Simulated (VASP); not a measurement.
# WI6 (Fm-3m) in VASP: a series of runs

WI6 is run at these levels: PBE; tasks: single point.

Program: VASP 6.6.1. These are calculated values, not measurements. Logs are shortened: lines on timing, memory, paths and dates and some standing lists are left out, and cuts for length are marked.

## Step 1: The cell of the first run

Symmetry: Fm-3m, No. 225, cubic system. The conventional cell has a = 11.569 Å, b = 11.569 Å, c = 11.569 Å, α = 90.00°, β = 90.00°, γ = 90.00°. W (site symmetry m-3m) has 6 I at 2.71 Å within 3.6 Å. Within 3.6 Å of I (site symmetry 4mm) lie 1 W at 2.71 Å.

## Step 2: Single point, PBE (atoms taken out, then relaxed in part)

Input file INCAR:

```
SYSTEM = WI6
PREC = Accurate
ENCUT = 520
EDIFF = 1E-6
ISMEAR = 0
SIGMA = 0.01
LREAL = .False.
LASPH = .True.
NELM = 100
ALGO = Normal
ISIF = 2
LWAVE = .False.
LCHARG = .False.
GGA = PE
NBANDS = 37
```

Input file KPOINTS:

```
regular mesh
0
Gamma
  6 6 6
  0 0 0
```

Input file POSCAR:

```
WI6
1.0
    0.0000000000      5.7844429000      5.7844429000
    5.7844429000      0.0000000000      5.7844429000
    5.7844429000      5.7844429000      0.0000000000
W I
1 6
Direct
    0.0000000000      0.0000000000      0.0000000000
    0.7656460000      0.2343540000      0.2343540000
    0.2343540000      0.7656460000      0.7656460000
    0.2343540000      0.7656460000      0.2343540000
    0.7656460000      0.2343540000      0.7656460000
    0.2343540000      0.2343540000      0.7656460000
    0.7656460000      0.7656460000      0.2343540000
```

Potentials or basis: VASP PAW PBE potentials, release 64 (W_sv, I).

The run is started by

```bash
> cat potpaw_PBE.64/W_sv/POTCAR potpaw_PBE.64/I/POTCAR > POTCAR
> mpirun -np 1 vasp_std > vasp.out
```

OUTCAR:

```text
SYSTEM = WI6
   PREC = Accurate
   ENCUT = 520
   EDIFF = 1E-6
   ISMEAR = 0
   LREAL = .False.
   LASPH = .True.
   NELM = 100
   ISIF = 2
   GGA = PE

 ion  position               nearest neighbor table
   1  0.000  0.000  0.000-   2 2.71   3 2.71   4 2.71   5 2.71   6 2.71   7 2.71
   2  0.766  0.234  0.234-   1 2.71
   3  0.234  0.766  0.766-   1 2.71
   4  0.234  0.766  0.234-   1 2.71
   5  0.766  0.234  0.766-   1 2.71
   6  0.234  0.234  0.766-   1 2.71
   7  0.766  0.766  0.234-   1 2.71

  LATTYP: Found a face centered cubic cell.
 ALAT       =    11.5688858000

  Lattice vectors:

 A1 = (   0.0000000000,   5.7844429000,   5.7844429000)
 A2 = (   5.7844429000,   0.0000000000,   5.7844429000)
 A3 = (   5.7844429000,   5.7844429000,   0.0000000000)

Analysis of symmetry for initial positions (statically):
=====================================================================
 Subroutine PRICEL returns:
 Original cell was already a primitive cell.

 Routine SETGRP: Setting up the symmetry group for a
 face centered cubic supercell.

 Subroutine GETGRP returns: Found 48 space group operations
 (whereof 48 operations were pure point group operations)
 out of a pool of 48 trial point group operations.

The static configuration has the point symmetry O_h .

Analysis of symmetry for dynamics (positions and initial velocities):
=====================================================================
 Subroutine PRICEL returns:
 Original cell was already a primitive cell.

 Routine SETGRP: Setting up the symmetry group for a
 face centered cubic supercell.

 Subroutine GETGRP returns: Found 48 space group operations
 (whereof 48 operations were pure point group operations)
 out of a pool of 48 trial point group operations.

The dynamic configuration has the point symmetry O_h .

 Subroutine INISYM returns: Found 48 space group operations
 (whereof 48 operations are pure point group operations),
 and found     1 'primitive' translations

----------------------------------------------------------------------------------------

                                     Primitive cell

  volume of cell :     387.0924

  direct lattice vectors                    reciprocal lattice vectors
     0.000000000  5.784442900  5.784442900    -0.086438748  0.086438748  0.086438748
     5.784442900  0.000000000  5.784442900     0.086438748 -0.086438748  0.086438748
     5.784442900  5.784442900  0.000000000     0.086438748  0.086438748 -0.086438748

  length of vectors
     8.180437600  8.180437600  8.180437600     0.149716303  0.149716303  0.149716303

  position of ions in fractional coordinates (direct lattice)
     0.000000000  0.000000000  0.000000000
     0.765646000  0.234354000  0.234354000
     0.234354000  0.765646000  0.765646000
     0.234354000  0.765646000  0.234354000
     0.765646000  0.234354000  0.765646000
     0.234354000  0.234354000  0.765646000
     0.765646000  0.765646000  0.234354000

  ion indices of the primitive-cell ions
   primitive index   ion index
                 1           1
                 2           2
                 3           3
                 4           4
                 5           5
                 6           6
                 7           7

----------------------------------------------------------------------------------------

 KPOINTS: regular mesh

Automatic generation of k-mesh.
 Grid dimensions read from file:
 generate k-points for:    6    6    6

 Generating k-lattice:

  Cartesian coordinates                     Fractional coordinates (reciprocal lattice)
    -0.014406458  0.014406458  0.014406458     0.166666667  0.000000000  0.000000000
     0.014406458 -0.014406458  0.014406458     0.000000000  0.166666667  0.000000000
     0.014406458  0.014406458 -0.014406458     0.000000000  0.000000000  0.166666667

  Length of vectors
     0.024952717  0.024952717  0.024952717

  Shift w.r.t. Gamma in fractional coordinates (k-lattice)
     0.000000000  0.000000000  0.000000000

 Subroutine IBZKPT returns following result:
 ===========================================

 Found     16 irreducible k-points:

 Following reciprocal coordinates:
            Coordinates               Weight
  0.000000  0.000000  0.000000      1.000000
  0.166667  0.000000  0.000000      8.000000
  0.333333  0.000000  0.000000      8.000000
  0.500000  0.000000  0.000000      4.000000
  0.166667  0.166667  0.000000      6.000000
  0.333333  0.166667  0.000000     24.000000
[... 8 lines left out ...]
 -0.333333  0.333333  0.166667     24.000000
 -0.333333  0.500000  0.166667     12.000000
   k-points           NKPTS =     16   k-points in BZ     NKDIM =     16   number of bands    NBANDS=     37
   number of dos      NEDOS =    301   number of ions     NIONS =      7
   total plane-waves  NPLWV = 262144
   dimension x,y,z NGX =    64 NGY =   64 NGZ =   64
   dimension x,y,z NGXF=   128 NGYF=  128 NGZF=  128
   ions per type =               1   6
   NGX,Y,Z   is equivalent  to a cutoff of  13.01, 13.01, 13.01 a.u.
   NGXF,Y,Z  is equivalent  to a cutoff of  26.01, 26.01, 26.01 a.u.
 SYSTEM =  WI6
   PREC   = accura    normal or accurate (medium, high low for compatibility)
   ISTART =      0    job   : 0-new  1-cont  2-samecut
   ICHARG =      2    charge: 1-file 2-atom 10-const
   ISPIN  =      1    spin polarized calculation?
   LNONCOLLINEAR =      F non collinear calculations
   LSORBIT =      F    spin-orbit coupling
   LASPH  =      T    aspherical Exc in radial PAW
   ENCUT  =  520.0 eV  38.22 Ry    6.18 a.u.  15.21 15.21 15.21*2*pi/ulx,y,z
   NELM   =    100;   NELMIN=  2; NELMDL= -5     # of ELM steps
   EDIFF  = 0.1E-05   stopping-criterion for ELM
   LREAL  =      F    real-space projection
   EDIFFG = 0.1E-04   stopping-criterion for IOM
   NSW    =      0    number of steps for IOM
   IBRION =     -1    ionic relax: 0-MD 1-quasi-New 2-CG
   NFREE  =      0    steps in history (QN), initial steepest desc. (CG)
   ISIF   =      2    stress and relaxation
   ISYM   =      2    0-nonsym 1-usesym 2-fastsym
   POTIM  = 0.5000    time-step for ionic-motion
   TEBEG  =    0.0;   TEEND  =   0.0 temperature during run
   PSTRESS=    0.0 pullay stress
   NELECT =      56.0000    total number of electrons
   NUPDOWN=      -1.0000    fix difference up-down
   EMIN   =  10.00;   EMAX   =-10.00  energy-range for DOS
   EFERMI =   0.00;   METHOD = LEGACY
   ISMEAR =     0;   SIGMA  =   0.01  broadening in eV -4-tet -1-fermi 0-gaus
   EFERMI_NEDOS =   21; number of points for ismear=-14 and -15
   IALGO  =     38    algorithm
   IMIX   =      4    mixing-type and parameters
     AMIX     =   0.40;   BMIX     =  1.00
     AMIX_MAG =   1.60;   BMIX_MAG =  1.00
  volume/ion in A,a.u.               =      55.30       373.18
  Fermi-wavevector in a.u.,A,eV,Ry     =   0.859408  1.624045 10.049016  0.738582
  Thomas-Fermi vector in A             =   1.976758
   LORBIT       =      0    0 simple, 1 ext, 2 COOP (PROOUT), +10 PAW based schemes
   GGA     = PE    functional components
   LHFCALC =     F    Hartree Fock is set to
   AEXX    =    0.0000 exact exchange contribution
   IVDW    =     0    specifies the selected vdW correction
   LEPSILON=     F    determine dielectric tensor
   LRPA    =     F    only Hartree local field effects (RPA)
 non-spin polarized calculation
 Gauss-broadening in eV      SIGMA  =   0.01
  energy-cutoff  :      520.00
  volume of cell :      387.09
 maximum number of plane-waves:     10478
 NGX is ok and might be reduce to    64
   NGX = 31   NGY = 31   NGZ = 31

 number of electron      56.0000002 magnetization

 Free energy of the ion-electron system (eV)
  ---------------------------------------------------
  ext. energy  EPLUGINS =         0.00000000
  ---------------------------------------------------
  free energy    TOTEN  =       -22.16473499 eV

  energy without entropy =      -22.16473499  energy(sigma->0) =      -22.16473499

 E-fermi :   0.3983     XC(G=0):  -6.6309

 val. band max:        0.2952933215   @ k =   0.0000   0.0000   0.0000
 cond. band min:       0.4805006899   @ k =   0.5000   0.5000   0.0000
 fundamental gap:      0.1852073684
 Fermi energy:         0.3983283882

 k-point     1 :       0.0000    0.0000    0.0000
  band No.  band energies     occupation
      1     -75.2568      2.00000
      2     -39.3196      2.00000
      3     -39.3196      2.00000
      4     -39.3196      2.00000
      5     -12.1304      2.00000
      6     -11.3394      2.00000
[... 29 lines left out ...]
     36       5.3693      0.00000
     37       6.5175      0.00000

 k-point     2 :       0.1667    0.0000    0.0000
  band No.  band energies     occupation
      1     -75.2567      2.00000
      2     -39.3196      2.00000
      3     -39.3196      2.00000
      4     -39.3196      2.00000
      5     -12.1118      2.00000
      6     -11.3668      2.00000
[... 29 lines left out ...]
     36       5.5158      0.00000
     37       6.4741      0.00000

 k-point     3 :       0.3333    0.0000    0.0000
  band No.  band energies     occupation
      1     -75.2567      2.00000
      2     -39.3196      2.00000
      3     -39.3196      2.00000
      4     -39.3196      2.00000
      5     -12.0703      2.00000
      6     -11.4259      2.00000
[... 29 lines left out ...]
     36       5.8942      0.00000
     37       6.3388      0.00000
[... 441 lines left out ...]
 k-point    15 :      -0.3333    0.3333    0.1667
  band No.  band energies     occupation
      1     -75.2567      2.00000
      2     -39.3196      2.00000
      3     -39.3196      2.00000
      4     -39.3196      2.00000
      5     -12.0267      2.00000
      6     -11.4407      2.00000
[... 29 lines left out ...]
     36       6.6600      0.00000
     37       6.9919      0.00000

 k-point    16 :      -0.3333    0.5000    0.1667
  band No.  band energies     occupation
      1     -75.2567      2.00000
      2     -39.3196      2.00000
      3     -39.3196      2.00000
      4     -39.3196      2.00000
      5     -12.0204      2.00000
      6     -11.4259      2.00000
[... 29 lines left out ...]
     36       6.7714      0.00000
     37       6.8930      0.00000

------------------------ aborting loop because EDIFF is reached ----------------------------------------

  FORCE on cell =-STRESS in cart. coord.  units (eV):
  Direction    XX          YY          ZZ          XY          YZ          ZX
  --------------------------------------------------------------------------------------
  -------------------------------------------------------------------------------------
  Total       -0.0552800     -0.0552800     -0.0552800      0.0000000      0.0000000      0.0000000
  in kB       -0.2288042     -0.2288042     -0.2288042      0.0000000      0.0000000      0.0000000
  external PRESSURE =      -0.2288042 kB  Pullay stress =       0.0000000 kB

 VOLUME and BASIS-vectors are now :
 -----------------------------------------------------------------------------
  energy-cutoff  :      520.00
  volume of cell :      387.09
      direct lattice vectors                 reciprocal lattice vectors
     0.000000000  5.784442900  5.784442900    -0.086438748  0.086438748  0.086438748
     5.784442900  0.000000000  5.784442900     0.086438748 -0.086438748  0.086438748
     5.784442900  5.784442900  0.000000000     0.086438748  0.086438748 -0.086438748

 POSITION                                       TOTAL-FORCE (eV/Angst)
 -----------------------------------------------------------------------------------
      0.00000      0.00000      0.00000        -0.000000      0.000000      0.000000
      2.71121      5.78444      5.78444        -0.007786      0.000000      0.000000
      8.85767      5.78444      5.78444         0.007786      0.000000      0.000000
      5.78444      2.71121      5.78444        -0.000000     -0.007786      0.000000
      5.78444      8.85767      5.78444        -0.000000      0.007786      0.000000
      5.78444      5.78444      2.71121        -0.000000      0.000000     -0.007786
      5.78444      5.78444      8.85767        -0.000000      0.000000      0.007786
 -----------------------------------------------------------------------------------
    total drift:                               -0.000000     -0.000000     -0.000000

  FREE ENERGIE OF THE ION-ELECTRON SYSTEM (eV)
  ---------------------------------------------------
  free  energy   TOTEN  =       -22.1647349923 eV

  energy  without entropy=      -22.1647349923  energy(sigma->0) =      -22.16473499
```

Run time: 3 min. Hardware: 1 thread of Intel Xeon 6975P-C (Granite Rapids), shared host; peak memory 0.66 GiB.

What came out:

```
Free energy            : -22.1647 eV
Pressure               : 0.0 GPa
Largest force          : 0.008 eV/Å
Band gap on the k mesh : 0.19 eV (least direct gap 0.19 eV)
```

Forces in eV/Å, atoms in the order of the input:
```
W    0.000  0.000  0.000
I   -0.008  0.000  0.000
I    0.008  0.000  0.000
I    0.000 -0.008  0.000
I    0.000  0.008  0.000
I    0.000  0.000 -0.008
I    0.000  0.000  0.008
```

Levels at points of the mesh, in eV from the valence-band top:
```
           k point  band 25  band 26  band 27  band 28  band 29  band 30  band 31  band 32
(0.00, 0.00, 0.00)    -0.45     0.00     0.00     0.00     0.20     0.20     0.20     3.37
(0.50, 0.00, 0.00)    -0.48    -0.43    -0.43    -0.28     0.37     0.48     0.48     3.00
(0.50, 0.50, 0.00)    -0.75    -0.60    -0.60    -0.01     0.19     0.73     0.73     2.21
```

Caveat: the cell differs from its parent crystal (atoms taken out, then relaxed in part); spin-orbit coupling is left out, which moves the levels of the heavy elements. A k mesh can miss the band edges.

[end of part 1 of 3]
